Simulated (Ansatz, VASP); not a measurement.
## CdS: VASP beside Ansatz

The input INCAR:

```
  ALGO = Normal
  EDIFF = 1E-6
  ENCUT = 520
  GGA = PE
  ISIF = 2
  ISMEAR = 0
  LASPH = T
  LCHARG = F
  LREAL = F
  LWAVE = F
  NBANDS = 16
  NELM = 60
  PREC = Accurate
  SIGMA = 0.05
```

The input KPOINTS:

```
k-points
0
Gamma
  10 10 10
```

POSCAR

```
CdS
1.0
    0.0000000000      2.9829794582      2.9829794582
    2.9829794582      0.0000000000      2.9829794582
    2.9829794582      2.9829794582      0.0000000000
Cd S
1 1
Direct
    0.0000000000      0.0000000000      0.0000000000
    0.7500000000      0.7500000000      0.7500000000
```

Input for Ansatz:

```yaml
crystal:
  lattice:
    - [0.0, 2.9829794585, 2.9829794585]
    - [2.9829794585, 0.0, 2.9829794585]
    - [2.9829794585, 2.9829794585, 0.0]
  atoms:
    - { symbol: Cd, position: [0.0, 0.0, 0.0] }
    - { symbol: S, position: [0.75, 0.75, 0.75] }
basis:
  ecutwfc: 420
  ecutrho_ratio: 4
kpoints:
  mp_grid: { grid: [10, 10, 10] }
hamiltonian:
  xc: pbe
scf:
  occupations: { method: gaussian, width: 0.05 }
output:
  forces: true
  stress: true
  eigenvalues: true
```

Alike in both runs: task single point; functional PBE; k mesh 10 × 10 × 10; occupations gaussian, width 0.05 eV; no spin polarisation.

|  | VASP | Ansatz |
| --- | --- | --- |
| version | VASP 6.6.1 | Ansatz 0.2.0 |
| potentials or method | VASP PAW PBE potentials, release 64 (Cd, S), cutoff 520 eV | scalar-relativistic, plane waves, PAW |
| valence electrons in the cell | 18 | 26 |

```csv
,VASP,Ansatz,Ansatz less VASP
gap on the k mesh at the Fermi level (eV),1.00,1.00,-0.001
least direct gap on the mesh (eV),1.00,1.00,-0.001
pressure (GPa),-0.8,-1.0,-0.26
```

VASP's potentials hold 18 valence electrons a cell and Ansatz's 26, so a difference there can come from the potentials and not from the codes.
